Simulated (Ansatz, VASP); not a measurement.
# ZnS in VASP and in Ansatz

POSCAR

```
ZnS
1.0
    4.1112594871      0.0000000000      0.0000000000
   -2.0556297435      3.5604551574      0.0000000000
    0.0000000000      0.0000000000      6.4955645582
Zn S
2 2
Direct
    0.3333333333      0.6666666667      0.0053880710
    0.6666666667      0.3333333333      0.5053880710
    0.3333333333      0.6666666667      0.3796119290
    0.6666666667      0.3333333333      0.8796119290
```

Contents of INCAR.step1:

```
ALGO = Normal
EDIFF = 1E-4
ENCUT = 520
GGA = PE
ISMEAR = 0
LASPH = True
LCHARG = False
LREAL = False
LWAVE = True
NBANDS = 26
NELM = 60
PREC = Accurate
SIGMA = 0.05
```

Contents of INCAR.step2:

```
ALGO = Normal
EDIFF = 1E-6
ENCUT = 520
ISIF = 2
ISMEAR = 0
ISTART = 1
LASPH = True
LCHARG = False
LMIXTAU = True
LREAL = False
LWAVE = False
METAGGA = R2SCAN
NBANDS = 26
NELM = 60
PREC = Accurate
SIGMA = 0.05
```

The input KPOINTS:

```
k-points
0
Gamma
  6 6 4
```

Input for Ansatz:

```yaml
crystal:
  lattice:
    - [4.1112594871, 0.0, 0.0]
    - [-2.0556297435, 3.5604551574, 0.0]
    - [0.0, 0.0, 6.4955645582]
  atoms:
    - { symbol: Zn, position: [0.3333333333, 0.6666666667, 0.005388071] }
    - { symbol: Zn, position: [0.6666666667, 0.3333333333, 0.505388071] }
    - { symbol: S, position: [0.3333333333, 0.6666666667, 0.379611929] }
    - { symbol: S, position: [0.6666666667, 0.3333333333, 0.879611929] }
basis:
  ecutwfc: 500
kpoints:
  mp_grid: { grid: [6, 6, 4] }
hamiltonian:
  xc: r2scan
scf:
  occupations: { method: gaussian, width: 0.05 }
output:
  forces: true
  stress: true
  eigenvalues: true
```

Change from the starting cell: strain +0.080 along x and y, +0.040 along z, atoms carried along.

Alike in both runs: task single point; functional r2SCAN; k mesh 6 × 6 × 4; occupations gaussian, width 0.05 eV; no spin polarisation.

|  | VASP | Ansatz |
| --- | --- | --- |
| version | VASP 6.6.1 | Ansatz 0.2.0 |
| potentials or method | VASP PAW PBE potentials, release 64 (Zn, S), cutoff 520 eV | scalar-relativistic, plane waves, PAW |
| valence electrons in the cell | 36 | 36 |

```tsv
	VASP	Ansatz	Ansatz less VASP
gap on the k mesh at the Fermi level (eV)	1.93	1.94	+0.003
least direct gap on the mesh (eV)	1.93	1.94	+0.003
pressure (GPa)	-9.9	-9.8	+0.04
traceless stress, the component that is largest in VASP (GPa)	1.66	1.66	-0.006
rms of the force components (eV/Å)	0.036	0.035	-0.0007
```

VASP's potentials were made for PBE, not for r2SCAN. Atom by atom the forces differ by 0.001 eV/Å (rms over components).
